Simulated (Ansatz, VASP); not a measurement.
# Two plane-wave programs on Cu

```xyz
1
Lattice="2.4253 0.0000 0.0000 -1.2127 2.1004 0.0000 0.0000 0.0000 2.3498" Properties=species:S:1:pos:R:3 pbc="T T T"
Cu    0.0000    0.0000    0.0000
```

Change from the starting cell: volume scaled by 0.92, PAW files.

Alike in both runs: task single point; functional PBE; k mesh 17 × 17 × 16; occupations fermi-dirac, width 0.05 eV; no spin polarisation.

|  | VASP | Ansatz |
| --- | --- | --- |
| version | VASP 6.6.1 | Ansatz 0.2.0 |
| potentials or method | VASP PAW PBE potentials, release 64 (Cu_sv_GW) | PAW with Ansatz's default frozen-core files, scalar-relativistic |
| plane-wave cutoff (eV) | 700 | 420 |
| valence electrons in the cell | 19 | 19 |

Ansatz gave:

```
pressure (GPa) : 12.0
```

What did VASP give for the same quantities?

Pressure (GPa): 6.7.

One of these differences is far larger than is usual between the two programs; its cause wasn't traced.
